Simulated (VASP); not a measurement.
## CoSi: single point with PBE

CoSi:

```
Co Si
1.0
     4.43046    0.00000    0.00000
     0.00000    4.43046    0.00000
     0.00000    0.00000    4.43046
Co Si
4 4
Cartesian
  0.6426 0.6426 0.6426
  1.5727 3.7879 2.8578
  2.8578 1.5727 3.7879
  3.7879 2.8578 1.5727
  3.7357 3.7357 3.7357
  2.9100 0.6947 1.5205
  1.5205 2.9100 0.6947
  0.6947 1.5205 2.9100
```

```json
{
  "Program": "VASP 6.6.1",
  "Task": "single point",
  "Functional": "PBE",
  "Potentials or basis": "VASP PAW PBE potentials, release 64 (Co, Si)",
  "Cutoff": "520 eV",
  "k mesh": "10 × 10 × 10",
  "Occupations": "gaussian, width 0.02 eV",
  "Spin": "no spin polarisation"
}
```

```json
{
 "Pressure": "-0.1 GPa",
 "Band gap on the k mesh": "zero (bands 26 and 27 overlap by 0.21 eV)"
}
```

Forces on the atoms (eV/Å):
```
Co   0.002  0.002  0.002
Co  -0.002 -0.002  0.002
Co   0.002 -0.002 -0.002
Co  -0.002  0.002 -0.002
Si   0.001  0.001  0.001
Si  -0.001 -0.001  0.001
Si   0.001 -0.001 -0.001
Si  -0.001  0.001 -0.001
```

Levels at points of the mesh, in eV from the Fermi level:
| k point | band 23 | band 24 | band 25 | band 26 | band 27 | band 28 | band 29 | band 30 |
| --- | --- | --- | --- | --- | --- | --- | --- | --- |
| (0.00, 0.00, 0.00) | -0.76 | -0.76 | 0.01 | 0.01 | 0.01 | 2.51 | 2.51 | 2.51 |
| (0.50, 0.00, 0.00) | -0.63 | -0.63 | -0.46 | -0.46 | 1.02 | 1.02 | 1.50 | 1.50 |
| (0.50, 0.50, 0.00) | -0.98 | -0.98 | -0.02 | -0.02 | 0.60 | 0.60 | 2.02 | 2.02 |
| (0.50, 0.50, 0.50) | -1.20 | -1.20 | -0.20 | -0.20 | -0.20 | -0.20 | 5.42 | 5.42 |

It took 7 min on 1 thread of Intel Xeon 8259CL (shared host), peak memory 0.33 GiB.

Spin polarisation is off, so any magnetic state and its effect on volume and gap are missing.
